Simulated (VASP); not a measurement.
## WSe2: single point with PBE

Slab: WSe2, a slab with vacuum.

```xyz
3
Lattice="3.3202 0.0000 0.0000 -1.6601 2.8754 0.0000 0.0000 0.0000 32.7376" Properties=species:S:1:pos:R:3 pbc="T T T"
Se    0.0000    1.9169   14.6905
Se    0.0000    1.9169   18.0471
W     1.6601    0.9585   16.3688
```

| Quantity | Value |
| --- | --- |
| Program | VASP 6.6.1 |
| Task | single point |
| Functional | PBE |
| Potentials or basis | VASP PAW PBE potentials, release 64 (Se, W_sv) |
| Cutoff | 400 eV |
| k mesh | 9 × 9 × 1 |
| Occupations | gaussian, width 0.02 eV |
| Spin | no spin polarisation |
| Dipole correction | yes |
| Further INCAR settings | ALGO = Normal; EDIFF = 1e-06; NBANDS = 20; NELMDL = -8 |

| Property | Result |
| --- | --- |
| Largest force | 0.045 eV/Å |
| Band gap on the k mesh | 1.55 eV, direct |
| Ionisation potential of the upper face | 5.10 eV |

Forces in eV/Å, atoms in the order of the input:
```
Se   0.000  0.000 -0.045
Se   0.000  0.000  0.045
W    0.000  0.000  0.000
```

Levels at points of the mesh, in eV from the valence-band top:
```csv
k point,band 11,band 12,band 13,band 14,band 15,band 16
"(0.00, 0.00, 0.00)",-1.23,-1.23,-0.32,2.90,2.90,3.07
```

Wall time 100 s on 1 thread of Intel(R) Xeon(R) Platinum 8259CL CPU @ 2.50GHz (Skylake/Cascade Lake), on a shared host, peak memory 0.35 GiB.

Caveat: spin-orbit coupling is left out, which moves the levels of the heavy elements.
